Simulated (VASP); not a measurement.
Wanted: the native input for a VASP 6.6.1 run.

```yaml
Task: single point
Functional: PBE
Potentials_or_basis: VASP PAW PBE potentials, release 64 (Ti_sv, O)
Cutoff: 520 eV
k_mesh: 10 × 10 × 10
Occupations: fermi-dirac, width 0.02 eV
Spin: no spin polarisation
Dipole_correction: no
Further_INCAR_settings: ALGO = Normal; EDIFF = 1e-06; NBANDS = 19
```

The structure of TiO2 lies in POSCAR:

```
TiO2
1.0
    0.0000000000      2.3488907075      2.4100370780
    2.3488907075      0.0000000000      2.4100370780
    2.3488907075      2.3488907075      0.0000000000
Ti O
1 2
Direct
    0.0000000000      0.0000000000      0.0000000000
    0.2500000000      0.2500000000      0.2500000000
    0.7500000000      0.7500000000      0.7500000000
```

This cell differs from its parent crystal: epitaxial xy strain -2.0%.

The input as run:

INCAR

```
PREC = Accurate ; ENCUT = 520
EDIFF = 1E-6 ; ISMEAR = -1
SIGMA = 0.02 ; LREAL = F
LASPH = T ; NELM = 60
ALGO = Normal ; ISIF = 2
LWAVE = F ; LCHARG = F
GGA = PE ; NBANDS = 19
```

KPOINTS

```
regular mesh
0
Gamma
  10 10 10
```

Potentials or basis: VASP PAW PBE potentials, release 64 (Ti_sv, O).

The run is started by

```bash
$ cat potpaw_PBE.64/Ti_sv/POTCAR potpaw_PBE.64/O/POTCAR > POTCAR
$ mpirun -np 1 vasp_std > vasp.out
```

Results of the run:

```json
{
 "Pressure": "17.2 GPa",
 "Band gap on the k mesh": "0.97 eV (least direct gap 1.70 eV)"
}
```

Caveat: the cell differs from its parent crystal (epitaxial xy strain -2.0%); the cell stands under pressure.

Wall time 110 s on 1 thread of Intel Xeon 8259CL (shared host), peak memory 0.19 GiB.
